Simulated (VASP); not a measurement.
Runs of VASP 6.6.1 on Tl. The structure is that of space group P6_3/mmc (No. 194), or close to it. The cells are those of the table. 

```csv
cell,further INCAR settings,gap on the mesh (eV),pressure (GPa)
"a = 3.180, b = 3.180, c = 5.083 Å, angles 90.0, 90.0, 120.0°, 2 atoms",ALGO = Fast; EDIFF = 1e-07; NBANDS = 20,none,18.0
"a = 3.732, b = 3.732, c = 5.304 Å, angles 90.0, 90.0, 120.0°, 2 atoms",ALGO = Fast; EDIFF = 1e-06; NBANDS = 20,none,(a)
"a = 3.594, b = 3.594, c = 5.525 Å, angles 90.0, 90.0, 120.0°, 2 atoms",ALGO = Fast; EDIFF = 1e-06; NBANDS = 20,none,(c)
"a = 3.180, b = 3.180, c = 5.967 Å, angles 90.0, 90.0, 120.0°, 2 atoms",ALGO = Fast; EDIFF = 1e-07; NBANDS = 20,none,(b)
"a = 3.594, b = 3.594, c = 5.304 Å, angles 90.0, 90.0, 120.0°, 2 atoms",ALGO = Fast; EDIFF = 1e-06; NBANDS = 20,none,-0.9
"a = 3.318, b = 3.318, c = 5.967 Å, angles 90.0, 90.0, 120.0°, 2 atoms",ALGO = Fast; EDIFF = 1e-06; NBANDS = 20,none,0.3
"a = 3.456, b = 3.456, c = 5.967 Å, angles 90.0, 90.0, 120.0°, 2 atoms",ALGO = Fast; EDIFF = 1e-06; NBANDS = 20,none,-2.3
"a = 3.318, b = 3.318, c = 5.525 Å, angles 90.0, 90.0, 120.0°, 2 atoms",ALGO = Fast; EDIFF = 1e-06; NBANDS = 20,none,3.6
"a = 3.180, b = 3.180, c = 5.746 Å, angles 90.0, 90.0, 120.0°, 2 atoms",ALGO = Fast; EDIFF = 1e-07; NBANDS = 20,none,6.9
"a = 3.456, b = 3.456, c = 5.746 Å, angles 90.0, 90.0, 120.0°, 2 atoms",ALGO = Fast; EDIFF = 1e-07; NBANDS = 20,none,-1.4
"a = 3.318, b = 3.318, c = 5.746 Å, angles 90.0, 90.0, 120.0°, 2 atoms",ALGO = Fast; EDIFF = 1e-07; NBANDS = 20,none,1.7
"a = 3.732, b = 3.732, c = 5.083 Å, angles 90.0, 90.0, 120.0°, 2 atoms",ALGO = Fast; EDIFF = 1e-06; NBANDS = 20,none,-1.5
```

Alike in all rows: task single point; level PBEsol; potentials or basis VASP PAW PBE potentials, release 64 (Tl_d); no spin polarisation; k mesh 18 × 18 × 10; cutoff (eV) 520; smearing gaussian 0.15 eV.

Fill in the values left out.

(a) -2.7; (b) 5.0; (c) -2.2.

Caveats: the PAW data sets were made with another functional, which shifts forces and pressure a little; spin-orbit coupling is left out, which moves the levels of the heavy elements.

A k mesh can miss the band edges, and the runs leave out spin-orbit coupling on Tl.

A gap of «none» marks levels without a gap at the run's occupations.
